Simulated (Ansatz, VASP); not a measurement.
# Two plane-wave programs on AlC

```
Al C
1.0
     2.76620    0.00000    0.00000
     0.00000    2.76620    0.00000
     0.00000    0.00000    3.83302
Al C
1 1
Direct
  0.00000 0.00000 0.60579
  0.00000 0.00000 0.10578
```

Alike in both runs: functional PBE; k mesh 6 × 6 × 6; occupations gaussian, width 0.2 eV; no spin polarisation.

Ansatz relaxed the structure, and its values are those at the end. VASP's run is a single point on that final structure, the one shown.

```csv
,VASP,Ansatz
version,VASP 6.6.1,Ansatz 0.2.0
potentials or method,"VASP PAW PBE potentials, release 64 (Al, C), cutoff 600 eV","scalar-relativistic, plane waves, PAW"
valence electrons in the cell,7,7
```

|  | VASP | Ansatz | Ansatz less VASP |
| --- | --- | --- | --- |
| gap on the k mesh at the Fermi level (eV) | none | none | - |
| pressure (GPa) | 0.1 | 0.2 | +0.06 |

A gap of «none» marks a metal or a gap that the smearing closes.

The k mesh is coarse, so the values compare programs but aren't converged.
